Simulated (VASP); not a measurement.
HfB2:

```
Hf B
1.0
     3.14000    0.00000    0.00000
    -1.57000    2.71932    0.00000
     0.00000    0.00000    3.48000
Hf B
1 2
Direct
  0.00000 0.00000 0.00000
  0.66667 0.33333 0.50000
  0.33333 0.66667 0.50000
```

```yaml
Program: VASP 6.6.1
Task: relaxation of cell and atoms
Functional: RPBE
Dispersion: D4
Potentials_or_basis: VASP PAW PBE potentials, release 64 (Hf_pv, B)
Cutoff: 600 eV
k_mesh: 10 × 10 × 8
Occupations: fermi-dirac, width 0.05 eV
Spin: no spin polarisation
```

At the start: pressure -7.0 GPa; volume 9.90 Å³/atom.

Where does the relaxation end?

Over 6 steps the energy falls by 6.7 meV/atom and the volume is 9.62 Å³/atom (-2.9 %); space group P6/mmm (No. 191, to 0.05 Å).

The path:
```tsv
step	energy change (eV)	largest force (eV/Å)	pressure (GPa)	volume (Å³)
1	0.0000	0.0000	-7.01	29.71
2	0.0088	0.0000	9.70	27.89
3	-0.0194	0.0000	0.09	28.87
4	-0.0194	0.0000	0.24	28.85
5	-0.0201	0.0000	0.14	28.85
6	-0.0201	0.0000	0.14	28.85
```

Final structure:
```
CELL_PARAMETERS angstrom
3.11744 0.00000 0.00000
-1.55872 2.69978 0.00000
0.00000 0.00000 3.42759
ATOMIC_POSITIONS crystal
Hf 0.00000 0.00000 0.00000
B 0.66667 0.33333 0.50000
B 0.33333 0.66667 0.50000
```

Caveat: the PAW data sets were made with another functional, which shifts forces and pressure a little; pairwise dispersion overbinds metals, which lowers pressure and volume.
